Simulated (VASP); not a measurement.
# NaScTe2 (P4/mmm) in VASP: relaxation of cell and atoms with r2SCAN+rVV10

Aim: the relaxation of cell and atoms of NaScTe2 with r2SCAN+rVV10.

All numbers are computed with VASP 6.6.1; they aren't measurements. Logs are shortened: lines on timing, memory, paths and dates and some standing lists are left out, and cuts for length are marked.

### Step 1. The cell of the first run

It takes space group P4/mmm (No. 123, tetragonal). The conventional cell has a = 4.246 Å, b = 4.246 Å, c = 5.854 Å, α = 90.00°, β = 90.00°, γ = 90.00°. Na (site symmetry 4/mmm) has 6 Te at 2.93 to 3.00 Å within 3.9 Å. Within 3.9 Å of Te (site symmetry 4/mmm) lie 2 Na at 2.93 Å and 4 Sc at 3.00 Å. Te (site symmetry 4/mmm) has 2 Sc at 2.93 Å and 4 Na at 3.00 Å within 3.9 Å. Sc (site symmetry 4/mmm) has 6 Te at 2.93 to 3.00 Å within 3.9 Å.

### Step 2. Relaxation of cell and atoms, r2SCAN+rVV10

Contents of POSCAR:

```
NaScTe2
1.0
    4.2460482197      0.0000000000      0.0000000000
    0.0000000000      4.2460482197      0.0000000000
    0.0000000000      0.0000000000      5.8539797742
Na Te Sc
1 2 1
Direct
    0.0000000000      0.0000000000      0.0000000000
    0.0000000000      0.0000000000      0.5000000000
    0.5000000000      0.5000000000      0.0000000000
    0.5000000000      0.5000000000      0.5000000000
```

Contents of INCAR.step1:

```
SYSTEM = NaScTe2
PREC = Accurate ; ENCUT = 600
ISMEAR = -1 ; SIGMA = 0.03
LREAL = .FALSE. ; LASPH = .TRUE.
NELM = 80 ; GGA = PE
ALGO = Normal ; EDIFF = 1E-4
LWAVE = .TRUE. ; LCHARG = .FALSE.
```

Contents of INCAR.step2:

```
SYSTEM = NaScTe2
PREC = Accurate ; ENCUT = 600
EDIFF = 1E-6 ; ISMEAR = -1
SIGMA = 0.03 ; LREAL = .FALSE.
LASPH = .TRUE. ; NELM = 80
ALGO = Normal ; ISIF = 3
LWAVE = .FALSE. ; LCHARG = .FALSE.
METAGGA = R2SCAN ; LMIXTAU = .TRUE.
LUSE_VDW = .TRUE. ; IVDW_NL = 2
BPARAM = 11.95 ; CPARAM = 0.0093
IBRION = 2 ; NSW = 100
EDIFFG = -0.01 ; ISTART = 1
```

Contents of KPOINTS:

```
regular mesh
0
G
  6 6 4
  0 0 0
```

Potentials or basis: VASP PAW PBE potentials, release 64 (Na_pv, Te, Sc_sv).

Launch:

```sh
cat potpaw_PBE.64/Na_pv/POTCAR potpaw_PBE.64/Te/POTCAR potpaw_PBE.64/Sc_sv/POTCAR > POTCAR
cp INCAR.step1 INCAR
mpirun -np 1 vasp_std > vasp.out
cp INCAR.step2 INCAR
mpirun -np 1 vasp_std > vasp.out
```

OUTCAR:

```text
SYSTEM = NaScTe2
   PREC = Accurate
   ENCUT = 600
   EDIFF = 1E-6
   ISMEAR = -1
   LREAL = .FALSE.
   LASPH = .TRUE.
   NELM = 80
   ISIF = 3
   METAGGA = R2SCAN
   IVDW_NL = 2
   BPARAM = 11.95
   IBRION = 2
   NSW = 100
   EDIFFG = -0.01
   ISTART = 1

 ion  position               nearest neighbor table
   1  0.000  0.000  0.000-   2 2.93   2 2.93   3 3.00   3 3.00   3 3.00   3 3.00
   2  0.000  0.000  0.500-   1 2.93   1 2.93   4 3.00   4 3.00   4 3.00   4 3.00
   3  0.500  0.500  0.000-   4 2.93   4 2.93   1 3.00   1 3.00   1 3.00   1 3.00
   4  0.500  0.500  0.500-   3 2.93   3 2.93   2 3.00   2 3.00   2 3.00   2 3.00

  LATTYP: Found a simple tetragonal cell.
 ALAT       =     4.2460482197
 C/A-ratio  =     1.3786889530

  Lattice vectors:

 A1 = (   4.2460482197,   0.0000000000,   0.0000000000)
 A2 = (   0.0000000000,   4.2460482197,   0.0000000000)
 A3 = (   0.0000000000,   0.0000000000,   5.8539797742)

Analysis of symmetry for initial positions (statically):
=====================================================================
 Subroutine PRICEL returns:
 Original cell was already a primitive cell.

 Routine SETGRP: Setting up the symmetry group for a
 simple tetragonal supercell.

 Subroutine GETGRP returns: Found 16 space group operations
 (whereof 16 operations were pure point group operations)
 out of a pool of 16 trial point group operations.

The static configuration has the point symmetry D_4h.

Analysis of symmetry for dynamics (positions and initial velocities):
=====================================================================
 Subroutine PRICEL returns:
 Original cell was already a primitive cell.

 Routine SETGRP: Setting up the symmetry group for a
 simple tetragonal supercell.

 Subroutine GETGRP returns: Found 16 space group operations
 (whereof 16 operations were pure point group operations)
 out of a pool of 16 trial point group operations.

The dynamic configuration has the point symmetry D_4h.

 Subroutine INISYM returns: Found 16 space group operations
 (whereof 16 operations are pure point group operations),
 and found     1 'primitive' translations

----------------------------------------------------------------------------------------

                                     Primitive cell

  volume of cell :     105.5410

  direct lattice vectors                    reciprocal lattice vectors
     4.246048220  0.000000000  0.000000000     0.235513105  0.000000000  0.000000000
     0.000000000  4.246048220  0.000000000     0.000000000  0.235513105  0.000000000
     0.000000000  0.000000000  5.853979774     0.000000000  0.000000000  0.170823959

  length of vectors
     4.246048220  4.246048220  5.853979774     0.235513105  0.235513105  0.170823959

  position of ions in fractional coordinates (direct lattice)
     0.000000000  0.000000000  0.000000000
     0.000000000  0.000000000  0.500000000
     0.500000000  0.500000000  0.000000000
     0.500000000  0.500000000  0.500000000

  ion indices of the primitive-cell ions
   primitive index   ion index
                 1           1
                 2           2
                 3           3
                 4           4

----------------------------------------------------------------------------------------

 KPOINTS: regular mesh

Automatic generation of k-mesh.
 Grid dimensions read from file:
 generate k-points for:    6    6    4

 Generating k-lattice:

  Cartesian coordinates                     Fractional coordinates (reciprocal lattice)
     0.039252184  0.000000000  0.000000000     0.166666667  0.000000000  0.000000000
     0.000000000  0.039252184  0.000000000     0.000000000  0.166666667  0.000000000
     0.000000000  0.000000000  0.042705990     0.000000000  0.000000000  0.250000000

  Length of vectors
     0.039252184  0.039252184  0.042705990

  Shift w.r.t. Gamma in fractional coordinates (k-lattice)
     0.000000000  0.000000000  0.000000000

 Subroutine IBZKPT returns following result:
 ===========================================

 Found     30 irreducible k-points:

 Following reciprocal coordinates:
            Coordinates               Weight
  0.000000  0.000000  0.000000      1.000000
  0.166667  0.000000  0.000000      4.000000
  0.333333  0.000000  0.000000      4.000000
  0.500000  0.000000  0.000000      2.000000
  0.166667  0.166667  0.000000      4.000000
  0.333333  0.166667  0.000000      8.000000
[... 16 lines left out ...]
  0.333333  0.000000  0.500000      4.000000
  0.500000  0.000000  0.500000      2.000000
 [... further k-points ...]
   k-points           NKPTS =     30   k-points in BZ     NKDIM =     30   number of bands    NBANDS=     19
   number of dos      NEDOS =    301   number of ions     NIONS =      4
   total plane-waves  NPLWV =  62208
   dimension x,y,z NGX =    36 NGY =   36 NGZ =   48
   dimension x,y,z NGXF=    72 NGYF=   72 NGZF=   96
   ions per type =               1   2   1
   NGX,Y,Z   is equivalent  to a cutoff of  14.10, 14.10, 13.63 a.u.
   NGXF,Y,Z  is equivalent  to a cutoff of  28.19, 28.19, 27.26 a.u.
 SYSTEM =  NaScTe2
   PREC   = accura    normal or accurate (medium, high low for compatibility)
   ISTART =      1    job   : 0-new  1-cont  2-samecut
   ICHARG =      0    charge: 1-file 2-atom 10-const
   ISPIN  =      1    spin polarized calculation?
   LNONCOLLINEAR =      F non collinear calculations
   LSORBIT =      F    spin-orbit coupling
   LASPH  =      T    aspherical Exc in radial PAW
   ENCUT  =  600.0 eV  44.10 Ry    6.64 a.u.   8.48  8.48 11.69*2*pi/ulx,y,z
   NELM   =     80;   NELMIN=  2; NELMDL=  0     # of ELM steps
   EDIFF  = 0.1E-05   stopping-criterion for ELM
   LREAL  =      F    real-space projection
   EDIFFG = -.1E-01   stopping-criterion for IOM
   NSW    =    100    number of steps for IOM
   IBRION =      2    ionic relax: 0-MD 1-quasi-New 2-CG
   NFREE  =      1    steps in history (QN), initial steepest desc. (CG)
   ISIF   =      3    stress and relaxation
   ISYM   =      2    0-nonsym 1-usesym 2-fastsym
   POTIM  = 0.5000    time-step for ionic-motion
   TEBEG  =    0.0;   TEEND  =   0.0 temperature during run
   PSTRESS=    0.0 pullay stress
   NELECT =      30.0000    total number of electrons
   NUPDOWN=      -1.0000    fix difference up-down
   EMIN   =  10.00;   EMAX   =-10.00  energy-range for DOS
   EFERMI =   0.00;   METHOD = LEGACY
   ISMEAR =    -1;   SIGMA  =   0.03  broadening in eV -4-tet -1-fermi 0-gaus
   EFERMI_NEDOS =   21; number of points for ismear=-14 and -15
   IALGO  =     38    algorithm
   IMIX   =      4    mixing-type and parameters
     AMIX     =   0.40;   BMIX     =  1.00
     AMIX_MAG =   1.60;   BMIX_MAG =  1.00
  volume/ion in A,a.u.               =      26.39       178.06
  Fermi-wavevector in a.u.,A,eV,Ry     =   1.076403  2.034107 15.764300  1.158643
  Thomas-Fermi vector in A             =   2.212286
   LORBIT       =      0    0 simple, 1 ext, 2 COOP (PROOUT), +10 PAW based schemes
   METAGGA = R2SCAN    functional components
   LHFCALC =     F    Hartree Fock is set to
   AEXX    =    0.0000 exact exchange contribution
   IVDW_NL    =     2    kernel type
   BPARAM     =11.9500
   IVDW    =     0    specifies the selected vdW correction
   LEPSILON=     F    determine dielectric tensor
   LRPA    =     F    only Hartree local field effects (RPA)
 conjugate gradient relaxation of ions
 non-spin polarized calculation
  energy-cutoff  :      600.00
  volume of cell :      105.54
 maximum number of plane-waves:      3540
 NGX is ok and might be reduce to    36
   NGX = 17   NGY = 17   NGZ = 23

--------------------------------------- Ionic step        1  -------------------------------------------

 number of electron      29.9999994 magnetization

 Free energy of the ion-electron system (eV)
  ---------------------------------------------------
  ext. energy  EPLUGINS =         0.00000000
  ---------------------------------------------------
  free energy    TOTEN  =       -69.75480793 eV

  energy without entropy =      -69.75324828  energy(sigma->0) =      -69.75402810

------------------------ aborting loop because EDIFF is reached ----------------------------------------

  FORCE on cell =-STRESS in cart. coord.  units (eV):
  Direction    XX          YY          ZZ          XY          YZ          ZX
  --------------------------------------------------------------------------------------
  -------------------------------------------------------------------------------------
  Total        0.9003292      0.9003292      0.7420153      0.0000000      0.0000000      0.0000000
  in kB       13.6675559     13.6675559     11.2642534      0.0000000      0.0000000      0.0000000
  external PRESSURE =      12.8664550 kB  Pullay stress =       0.0000000 kB
[... 213 lines left out ...]
  energy  without entropy=      -69.7640076975  energy(sigma->0) =      -69.76469452

--------------------------------------- Ionic step        7  -------------------------------------------

 number of electron      29.9999999 magnetization

 Free energy of the ion-electron system (eV)
  ---------------------------------------------------
  ext. energy  EPLUGINS =         0.00000000
  ---------------------------------------------------
  free energy    TOTEN  =       -69.76538783 eV

  energy without entropy =      -69.76401935  energy(sigma->0) =      -69.76470359

 E-fermi :   4.4609     XC(G=0):  -9.6976

 val. band max:        4.4566983673   @ k =   0.0000   0.0000   0.2500
 cond. band min:       4.4806211102   @ k =   0.0000   0.0000   0.5000
 fundamental gap:      0.0239227430
 Fermi energy:         4.4608577698

 k-point     1 :       0.0000    0.0000    0.0000
  band No.  band energies     occupation
      1     -48.3811      2.00000
      2     -26.0347      2.00000
      3     -26.0347      2.00000
      4     -25.9189      2.00000
      5     -19.5406      2.00000
      6     -19.5045      2.00000
[... 11 lines left out ...]
     18       5.6842      0.00000
     19       5.6842      0.00000
[... 489 lines left out ...]
      3     -26.0316      2.00000
      4     -25.9177      2.00000
      5     -19.5406      2.00000
      6     -19.5117      2.00000
[... 11 lines left out ...]
     18       6.6783      0.00000
     19       8.2586      0.00000

 [... further k-points ...]

------------------------ aborting loop because EDIFF is reached ----------------------------------------

  FORCE on cell =-STRESS in cart. coord.  units (eV):
  Direction    XX          YY          ZZ          XY          YZ          ZX
  --------------------------------------------------------------------------------------
  -------------------------------------------------------------------------------------
  Total       -0.0089033     -0.0089033     -0.0277116      0.0000000     -0.0000000      0.0000000
  in kB       -0.1316443     -0.1316443     -0.4097450      0.0000000     -0.0000000      0.0000000
  external PRESSURE =      -0.2243445 kB  Pullay stress =       0.0000000 kB
[... 19 lines left out ...]
  FREE ENERGIE OF THE ION-ELECTRON SYSTEM (eV)
  ---------------------------------------------------
  free  energy   TOTEN  =       -69.7653878257 eV

  energy  without entropy=      -69.7640193542  energy(sigma->0) =      -69.76470359

 reached required accuracy - stopping structural energy minimisation
```

Wall time 24 min (1 thread of Intel Xeon Platinum 8259CL at 2.50GHz (Skylake/Cascade Lake), shared host); peak memory 0.54 GiB.

Results:

| Property | Result |
| --- | --- |
| Free energy | -69.7654 eV |
| Relaxed volume | 27.09 Å³/atom |
| Relaxed cell | a = 4.291 Å, b = 4.291 Å, c = 5.884 Å, α = 90.00°, β = 90.00°, γ = 90.00° |
| Space group after relaxing (to 0.1 Å) | P4/mmm (No. 123) |
| Energy gained by relaxing | 2.6 meV/atom |
| Ionic steps | 7 |
| Pressure after relaxing | 0.0 GPa |
| Band gap on the k mesh | zero (bands 15 and 16 overlap by 0.14 eV) |

The path:
```csv
step,energy change (eV),largest force (eV/Å),pressure (GPa),volume (Å³)
1,0.0000,0.0000,1.29,105.54
2,-0.0096,0.0000,-0.26,108.81
3,-0.0101,0.0000,0.02,108.18
4,-0.0101,0.0000,-0.01,108.25
5,-0.0101,0.0000,-0.04,108.31
6,-0.0106,0.0000,-0.02,108.35
7,-0.0106,0.0000,-0.02,108.36
```

Final structure:
```
Na Te Sc
1.0
     4.29142    0.00000    0.00000
     0.00000    4.29142    0.00000
     0.00000    0.00000    5.88378
Na Te Sc
1 2 1
Direct
  0.00000 0.00000 0.00000
  0.00000 0.00000 0.50000
  0.50000 0.50000 0.00000
  0.50000 0.50000 0.50000
```

Caveat: semilocal functionals underestimate gaps, and a narrow one can read as zero; the PAW data sets were made with another functional, which shifts forces and pressure a little; spin-orbit coupling is left out, which moves the levels of the heavy elements.

The gap in the log of VASP goes by the Fermi energy; the results here count the filled bands.